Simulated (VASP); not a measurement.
## TiB2: electric field gradients with PBEsol

TiB2:

```
Ti B
1.0
     2.96736    0.00000    0.00000
    -1.48368    2.56981    0.00000
     0.00000    0.00000    3.16250
Ti B
1 2
Direct
  0.00000 0.00000 0.00000
  0.33333 0.66667 0.50000
  0.66667 0.33333 0.50000
```

```yaml
Program: VASP 6.6.1
Task: electric field gradients
Functional: PBEsol
Potentials_or_basis: VASP PAW PBE potentials, release 64 (Ti_sv, B)
Cutoff: 520 eV
k_mesh: 15 × 15 × 13
Occupations: fermi-dirac, width 0.08 eV
Spin: no spin polarisation
Dipole_correction: no
Further_INCAR_settings: ALGO = Normal; EDIFF = 1e-08; NBANDS = 16
```

| Property | Result |
| --- | --- |
| Pressure | 12.5 GPa |
| Band gap on the k mesh | zero (bands 9 and 10 overlap by 0.50 eV) |
| Largest electric field gradient by atom | Ti +19.4; B +4.7 V/Å² |

Stress tensor (GPa, compression positive):
```
14.81  0.00  0.00
 0.00 14.81  0.00
 0.00  0.00  7.93
```

Levels at points of the mesh, in eV from the Fermi level:
```
           k point  band 7  band 8  band 9  band 10  band 11  band 12
(0.00, 0.00, 0.00)   -2.74   -2.34   -2.32     2.06     2.06     3.97
```

Electric field gradients, principal values (V/Å²):
```
atom   least  middle  greatest (by size)
1 Ti  -9.701  -9.702              19.403
 2 B  -2.330  -2.330               4.661
 3 B  -2.330  -2.330               4.661
```

It took 28 s on 1 thread of Intel(R) Xeon(R) 6975P-C (Granite Rapids) (shared host), peak memory 0.19 GiB.

Caveat: the cell stands under pressure; without QUAD_EFG the Cq values of the log hold for a quadrupole moment of 1 mb, not for the nuclei; the PAW data sets were made with another functional, which shifts forces and pressure a little.
